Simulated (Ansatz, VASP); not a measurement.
**Two plane-wave programs on LiSb2**

```
Li Sb
1.0
     2.07975    1.20074    6.87837
    -2.07975    1.20074    6.87837
     0.00000   -2.40149    6.87837
Li Sb
1 2
Cartesian
  0.0000 0.0000 10.3176
  0.0000 0.0000 15.4826
  0.0000 0.0000 5.1525
```

Alike in both runs: task relaxation of cell and atoms; functional PBE; dispersion D3(BJ); k mesh 6 × 6 × 6; occupations gaussian, width 0.1 eV; no spin polarisation.

|  | VASP | Ansatz |
| --- | --- | --- |
| version | VASP 6.6.1 | Ansatz 0.2.0 |
| potentials or method | VASP PAW PBE potentials, release 64 (Li_sv, Sb), cutoff 600 eV | scalar-relativistic, plane waves, PAW |
| valence electrons in the cell | 13 | 33 |

Ansatz gave:

- gap on the k mesh at the Fermi level, each at its own relaxed structure (eV): none
- relaxed volume (Å³/atom): 23.62
- relaxed cell length with the largest relative difference (Å): 6.524

Q: What did VASP give for the same quantities?

A: gap on the k mesh at the Fermi level, each at its own relaxed structure (eV): none; relaxed volume (Å³/atom): 23.50; relaxed cell length with the largest relative difference (Å): 6.497.

A gap of «none» marks a metal or a gap that the smearing closes. VASP's potentials hold 13 valence electrons a cell and Ansatz's 33, so a difference there can come from the potentials and not from the codes.

Neither program's run includes spin-orbit coupling. Noted on VASP's run: the cutoff is short for stress, so the pressure is rough; the volume moved by over 15 % at a fixed basis, so the end points are rough.
